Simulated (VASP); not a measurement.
# BP (F-43m) in VASP: further runs

BP is run at these levels: HSE06, PBEsol-based global hybrid with 25 % exact exchange, PBE-based screened hybrid with 50 % exact exchange; tasks: single point, relaxation of cell and atoms.

All numbers are computed with VASP 6.6.1; they aren't measurements. Logs are shortened: lines on timing, memory, paths and dates and some standing lists are left out, and cuts for length are marked.

## Step 1: The cell of the first run

It takes space group F-43m (No. 216, cubic). The conventional cell has a = 4.538 Å, b = 4.538 Å, c = 4.538 Å, α = 90.00°, β = 90.00°, γ = 90.00°. P (site symmetry -43m) has 4 B at 1.97 Å within 2.6 Å. Within 2.6 Å of B (site symmetry -43m) lie 4 P at 1.97 Å.

## Step 2: Single point, HSE06

POSCAR

```
BP
1.0
    0.0000000000      2.2690000000      2.2690000000
    2.2690000000      0.0000000000      2.2690000000
    2.2690000000      2.2690000000      0.0000000000
P B
1 1
Direct
    0.7500000000      0.7500000000      0.7500000000
    0.0000000000      0.0000000000      0.0000000000
```

INCAR.step1

```
  PREC = Accurate
  ENCUT = 520
  EDIFF = 1E-5
  ISMEAR = -1
  SIGMA = 0.05
  LREAL = F
  LASPH = T
  NELM = 60
  ALGO = Normal
  ISIF = 2
  LWAVE = T
  LCHARG = F
  NBANDS = 11
  GGA = PE
```

INCAR.step2

```
  PREC = Accurate
  ENCUT = 520
  EDIFF = 1E-6
  ISMEAR = -1
  SIGMA = 0.05
  LREAL = F
  LASPH = T
  NELM = 60
  ALGO = Normal
  ISIF = 2
  LWAVE = F
  LCHARG = F
  GGA = PE
  LHFCALC = T
  HFSCREEN = 0.2079
  PRECFOCK = Normal
  NBANDS = 11
  ISTART = 1
```

KPOINTS

```
regular mesh
0
Gamma
  5 5 5
```

Potentials or basis: VASP PAW PBE potentials, release 64 (P, B).

Started as:

```bash
$ cat potpaw_PBE.64/P/POTCAR potpaw_PBE.64/B/POTCAR > POTCAR
$ cp INCAR.step1 INCAR
$ mpirun -np 1 vasp_std > vasp.out
$ cp INCAR.step2 INCAR
$ mpirun -np 1 vasp_std > vasp.out
```

OUTCAR:

```text
PREC = Accurate
   ENCUT = 520
   EDIFF = 1E-6
   ISMEAR = -1
   LREAL = F
   LASPH = T
   NELM = 60
   ISIF = 2
   GGA = PE
   LHFCALC = T
   HFSCREEN = 0.2079
   PRECFOCK = Normal
   ISTART = 1

 ion  position               nearest neighbor table
   1  0.750  0.750  0.750-   2 1.97   2 1.97   2 1.97   2 1.97
   2  0.000  0.000  0.000-   1 1.97   1 1.97   1 1.97   1 1.97

  LATTYP: Found a face centered cubic cell.
 ALAT       =     4.5380000000

  Lattice vectors:

 A1 = (   0.0000000000,   2.2690000000,   2.2690000000)
 A2 = (   2.2690000000,   0.0000000000,   2.2690000000)
 A3 = (   2.2690000000,   2.2690000000,   0.0000000000)

Analysis of symmetry for initial positions (statically):
=====================================================================
 Subroutine PRICEL returns:
 Original cell was already a primitive cell.

 Routine SETGRP: Setting up the symmetry group for a
 face centered cubic supercell.

 Subroutine GETGRP returns: Found 24 space group operations
 (whereof 24 operations were pure point group operations)
 out of a pool of 48 trial point group operations.

The static configuration has the point symmetry T_d .

Analysis of symmetry for dynamics (positions and initial velocities):
=====================================================================
 Subroutine PRICEL returns:
 Original cell was already a primitive cell.

 Routine SETGRP: Setting up the symmetry group for a
 face centered cubic supercell.

 Subroutine GETGRP returns: Found 24 space group operations
 (whereof 24 operations were pure point group operations)
 out of a pool of 48 trial point group operations.

The dynamic configuration has the point symmetry T_d .

 Subroutine INISYM returns: Found 24 space group operations
 (whereof 24 operations are pure point group operations),
 and found     1 'primitive' translations

----------------------------------------------------------------------------------------

                                     Primitive cell

  volume of cell :      23.3633

  direct lattice vectors                    reciprocal lattice vectors
     0.000000000  2.269000000  2.269000000    -0.220361393  0.220361393  0.220361393
     2.269000000  0.000000000  2.269000000     0.220361393 -0.220361393  0.220361393
     2.269000000  2.269000000  0.000000000     0.220361393  0.220361393 -0.220361393

  length of vectors
     3.208850573  3.208850573  3.208850573     0.381677128  0.381677128  0.381677128

  position of ions in fractional coordinates (direct lattice)
     0.750000000  0.750000000  0.750000000
     0.000000000  0.000000000  0.000000000

  ion indices of the primitive-cell ions
   primitive index   ion index
                 1           1
                 2           2

----------------------------------------------------------------------------------------

 KPOINTS: regular mesh

Automatic generation of k-mesh.
 Grid dimensions read from file:
 generate k-points for:    5    5    5

 Generating k-lattice:

  Cartesian coordinates                     Fractional coordinates (reciprocal lattice)
    -0.044072279  0.044072279  0.044072279     0.200000000  0.000000000  0.000000000
     0.044072279 -0.044072279  0.044072279     0.000000000  0.200000000  0.000000000
     0.044072279  0.044072279 -0.044072279     0.000000000  0.000000000  0.200000000

  Length of vectors
     0.076335426  0.076335426  0.076335426

  Shift w.r.t. Gamma in fractional coordinates (k-lattice)
     0.000000000  0.000000000  0.000000000

 Subroutine IBZKPT returns following result:
 ===========================================

 Found     10 irreducible k-points:

 Following reciprocal coordinates:
            Coordinates               Weight
  0.000000  0.000000  0.000000      1.000000
  0.200000  0.000000  0.000000      8.000000
  0.400000  0.000000  0.000000      8.000000
  0.200000  0.200000  0.000000      6.000000
  0.400000  0.200000  0.000000     24.000000
 -0.400000  0.200000  0.000000     24.000000
 -0.200000  0.200000  0.000000     12.000000
  0.400000  0.400000  0.000000      6.000000
 -0.400000  0.400000  0.000000     12.000000
 -0.400000  0.400000  0.200000     24.000000
   k-points           NKPTS =     10   k-points in BZ     NKDIM =    125   number of bands    NBANDS=     11
   number of dos      NEDOS =    301   number of ions     NIONS =      2
   total plane-waves  NPLWV =  13824
   dimension x,y,z NGX =    24 NGY =   24 NGZ =   24
   dimension x,y,z NGXF=    48 NGYF=   48 NGZF=   48
   ions per type =               1   1
   NGX,Y,Z   is equivalent  to a cutoff of  12.43, 12.43, 12.43 a.u.
   NGXF,Y,Z  is equivalent  to a cutoff of  24.87, 24.87, 24.87 a.u.
 SYSTEM =  unknown system
   PREC   = accura    normal or accurate (medium, high low for compatibility)
   ISTART =      1    job   : 0-new  1-cont  2-samecut
   ICHARG =      0    charge: 1-file 2-atom 10-const
   ISPIN  =      1    spin polarized calculation?
   LNONCOLLINEAR =      F non collinear calculations
   LSORBIT =      F    spin-orbit coupling
   LASPH  =      T    aspherical Exc in radial PAW
   ENCUT  =  520.0 eV  38.22 Ry    6.18 a.u.   5.97  5.97  5.97*2*pi/ulx,y,z
   NELM   =     60;   NELMIN=  2; NELMDL=  0     # of ELM steps
   EDIFF  = 0.1E-05   stopping-criterion for ELM
   LREAL  =      F    real-space projection
   EDIFFG = 0.1E-04   stopping-criterion for IOM
   NSW    =      0    number of steps for IOM
   IBRION =     -1    ionic relax: 0-MD 1-quasi-New 2-CG
   NFREE  =      0    steps in history (QN), initial steepest desc. (CG)
   ISIF   =      2    stress and relaxation
   ISYM   =      3    0-nonsym 1-usesym 2-fastsym
   POTIM  = 0.5000    time-step for ionic-motion
   TEBEG  =    0.0;   TEEND  =   0.0 temperature during run
   PSTRESS=    0.0 pullay stress
   NELECT =       8.0000    total number of electrons
   NUPDOWN=      -1.0000    fix difference up-down
   EMIN   =  10.00;   EMAX   =-10.00  energy-range for DOS
   EFERMI =   0.00;   METHOD = LEGACY
   ISMEAR =    -1;   SIGMA  =   0.05  broadening in eV -4-tet -1-fermi 0-gaus
   EFERMI_NEDOS =   21; number of points for ismear=-14 and -15
   IALGO  =     38    algorithm
   IMIX   =      1    mixing-type and parameters
     AMIX     =   0.40;   BMIX     =  1.00
     AMIX_MAG =   1.60;   BMIX_MAG =  1.00
  volume/ion in A,a.u.               =      11.68        78.83
  Fermi-wavevector in a.u.,A,eV,Ry     =   1.145320  2.164342 17.847562  1.311759
  Thomas-Fermi vector in A             =   2.282009
   LORBIT       =      0    0 simple, 1 ext, 2 COOP (PROOUT), +10 PAW based schemes
   GGA     = PE    functional components
   LHFCALC =     T    Hartree Fock is set to
   PRECFOCK=normal    Normal, Fast or Accurate (Low or Medium for compatibility)
   ENCUT4O =  -1.0   cutoff for four orbital integrals eV
   NKREDX  =     1    reduce k-point grid by
   NKREDY  =     1    reduce k-point grid by
   NKREDZ  =     1    reduce k-point grid by
   AEXX    =    0.2500 exact exchange contribution
   HFSCREEN=    0.2079 screening length (either q_TF or 0.3 A-1)
   HFSCREENC=   0.2079 screening length for correlation (either q_TF or 0.3 A-1)
   ENCUTFOCK=  -1.0 apply spherical cutoff to Coloumb kernel
   IVDW    =     0    specifies the selected vdW correction
   LEPSILON=     F    determine dielectric tensor
   LRPA    =     F    only Hartree local field effects (RPA)
 non-spin polarized calculation
  energy-cutoff  :      520.00
  volume of cell :       23.36
 maximum number of plane-waves:       635
  NGX = 18; NGY = 18; NGZ = 18

 number of electron       8.0000000 magnetization

 Free energy of the ion-electron system (eV)
  ---------------------------------------------------
  ext. energy  EPLUGINS =         0.00000000
  ---------------------------------------------------
  free energy    TOTEN  =       -14.79106491 eV

  energy without entropy =      -14.79106491  energy(sigma->0) =      -14.79106491

 E-fermi :   7.9895     XC(G=0):  -9.0035

 val. band max:        7.0082165262   @ k =   0.0000   0.0000   0.0000
 cond. band min:       8.9843377382   @ k =   0.4000   0.4000   0.0000
 fundamental gap:      1.9761212120
 Fermi energy:         7.9895347082

 k-point     1 :       0.0000    0.0000    0.0000
  band No.  band energies     occupation
      1     -10.0777      2.00000
      2       7.0082      2.00000
      3       7.0082      2.00000
      4       7.0082      2.00000
      5      11.3514      0.00000
      6      11.3514      0.00000
      7      11.3514      0.00000
      8      15.7097      0.00000
      9      19.6144      0.00000
     10      20.4609      0.00000
     11      20.4609      0.00000

 k-point     2 :       0.2000    0.0000    0.0000
  band No.  band energies     occupation
      1      -9.2937      2.00000
      2       3.0336      2.00000
      3       6.0931      2.00000
      4       6.0931      2.00000
      5      12.0118      0.00000
      6      12.5626      0.00000
      7      12.5626      0.00000
      8      17.4731      0.00000
      9      19.0730      0.00000
     10      19.0730      0.00000
     11      21.1565      0.00000

 k-point     3 :       0.4000    0.0000    0.0000
  band No.  band energies     occupation
      1      -7.1731      2.00000
      2      -1.8539      2.00000
      3       5.1958      2.00000
      4       5.1958      2.00000
      5      11.8043      0.00000
      6      12.8206      0.00000
      7      12.8206      0.00000
      8      18.4487      0.00000
      9      21.5558      0.00000
     10      21.5558      0.00000
     11      22.5123      0.00000
[... 71 lines left out ...]
 k-point     9 :      -0.4000    0.4000    0.0000
  band No.  band energies     occupation
      1      -4.6072      2.00000
      2      -2.2488      2.00000
      3       0.6102      2.00000
      4       2.9236      2.00000
      5       9.6946      0.00000
      6      12.6906      0.00000
      7      18.9979      0.00000
      8      19.6840      0.00000
      9      21.0214      0.00000
     10      22.2090      0.00000
     11      27.0079      0.00000

 k-point    10 :      -0.4000    0.4000    0.2000
  band No.  band energies     occupation
      1      -5.3792      2.00000
      2      -1.3271      2.00000
      3       0.8382      2.00000
      4       2.3326      2.00000
      5      12.5910      0.00000
      6      13.6859      0.00000
      7      14.9797      0.00000
      8      19.0328      0.00000
      9      19.9598      0.00000
     10      23.0922      0.00000
     11      26.7007      0.00000

------------------------ aborting loop because EDIFF is reached ----------------------------------------

  FORCE on cell =-STRESS in cart. coord.  units (eV):
  Direction    XX          YY          ZZ          XY          YZ          ZX
  --------------------------------------------------------------------------------------
  -------------------------------------------------------------------------------------
  Total       -0.2630633     -0.2630633     -0.2630633      0.0000000     -0.0000000      0.0000000
  in kB      -18.0400315    -18.0400315    -18.0400315      0.0000000     -0.0000000      0.0000000
  external PRESSURE =     -18.0400315 kB  Pullay stress =       0.0000000 kB

 VOLUME and BASIS-vectors are now :
 -----------------------------------------------------------------------------
  energy-cutoff  :      520.00
  volume of cell :       23.36
      direct lattice vectors                 reciprocal lattice vectors
     0.000000000  2.269000000  2.269000000    -0.220361393  0.220361393  0.220361393
     2.269000000  0.000000000  2.269000000     0.220361393 -0.220361393  0.220361393
     2.269000000  2.269000000  0.000000000     0.220361393  0.220361393 -0.220361393

 POSITION                                       TOTAL-FORCE (eV/Angst)
 -----------------------------------------------------------------------------------
      3.40350      3.40350      3.40350         0.000000      0.000000      0.000000
      0.00000      0.00000      0.00000        -0.000000     -0.000000     -0.000000
 -----------------------------------------------------------------------------------
    total drift:                                0.000000     -0.000000     -0.000000

  FREE ENERGIE OF THE ION-ELECTRON SYSTEM (eV)
  ---------------------------------------------------
  free  energy   TOTEN  =       -14.7910649084 eV

  energy  without entropy=      -14.7910649081  energy(sigma->0) =      -14.79106491
```

It took 72 s on 1 thread of Intel Xeon 6975P-C (Granite Rapids), shared host; peak memory 0.23 GiB.

What came out:

* Free energy: -14.7911 eV
* Pressure: -1.8 GPa
* Band gap on the k mesh: 1.98 eV (least direct gap 4.34 eV)

Levels at points of the mesh, in eV from the valence-band top:
| k point | band 1 | band 2 | band 3 | band 4 | band 5 | band 6 | band 7 | band 8 | band 9 |
| --- | --- | --- | --- | --- | --- | --- | --- | --- | --- |
| (0.00, 0.00, 0.00) | -17.09 | 0.00 | 0.00 | 0.00 | 4.34 | 4.34 | 4.34 | 8.70 | 12.61 |

Caveat: the k points lie up to 0.48 Å⁻¹ apart; the PAW data sets were made with another functional, which shifts forces and pressure a little; an odd mesh through Γ misses points on the zone boundary, where band edges can lie.

(Part 1 of 2 ends here.)
